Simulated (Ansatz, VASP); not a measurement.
# Two plane-wave programs on InAs

```
CELL_PARAMETERS angstrom
0.00000 3.05356 3.05356
3.05356 0.00000 3.05356
3.05356 3.05356 0.00000
ATOMIC_POSITIONS crystal
In 0.25000 0.25000 0.25000
As 0.00000 0.00000 0.00000
```

Alike in both runs: task single point; functional LDA; k mesh 6 × 6 × 6; occupations gaussian, width 0.1 eV; no spin polarisation.

|  | VASP | Ansatz |
| --- | --- | --- |
| version | VASP 6.6.1 | Ansatz 0.2.0 |
| potentials or method | VASP PAW LDA potentials, release 64 (In_d, As), cutoff 520 eV | scalar-relativistic, plane waves, PAW |
| valence electrons in the cell | 18 | 28 |

```csv
,VASP,Ansatz,Ansatz less VASP
gap on the k mesh at the Fermi level (eV),none,none,-
pressure (GPa),-2.0,-2.1,-0.12
```

Ansatz warns that its potentials were made for another functional, while VASP's fit it. LDA's correlation is that of Perdew and Zunger in VASP and of Perdew and Wang (1992) in Ansatz. A gap of «none» marks a metal or a gap that the smearing closes. VASP's potentials hold 18 valence electrons a cell and Ansatz's 28, so a difference there can come from the potentials and not from the codes.
